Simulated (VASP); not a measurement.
A run of VASP 6.6.1:

The input INCAR:

```
PREC = Accurate
ENCUT = 520
EDIFF = 1E-6
ISMEAR = 0
SIGMA = 0.1
LREAL = F
LASPH = T
NELM = 80
ALGO = Normal
ISIF = 2
LWAVE = F
LCHARG = T
GGA = PE
LELF = T
LVHAR = T
NBANDS = 28
```

KPOINTS

```
regular mesh
0
Gamma
  14 14 14
```

The input POSCAR:

```
Cu3O
1.0
   -2.3153495095      2.3153495095      2.3153495095
    2.3153495095     -2.3153495095      2.3153495095
    2.3153495095      2.3153495095     -2.3153495095
Cu O
3 1
Direct
    0.0000000000      0.5000000000      0.5000000000
    0.5000000000      0.0000000000      0.5000000000
    0.5000000000      0.5000000000      0.0000000000
    0.0000000000      0.0000000000      0.0000000000
```

Potentials or basis: VASP PAW PBE potentials, release 64 (Cu, O).

The run is started by

```sh
$ cat potpaw_PBE.64/Cu/POTCAR potpaw_PBE.64/O/POTCAR > POTCAR
$ mpirun -np 1 vasp_std > vasp.out
```

Hardware: 1 thread of AMD EPYC 7R43 64-Core Processor (Zen 3), on a shared host.

Problem. Estimate the wall time of this run.

Solution. It took 3.4 min on 1 thread of AMD EPYC 7R43 64-Core Processor (Zen 3) (shared host), peak memory 0.21 GiB. Counts: scf iterations 16, k points 104.
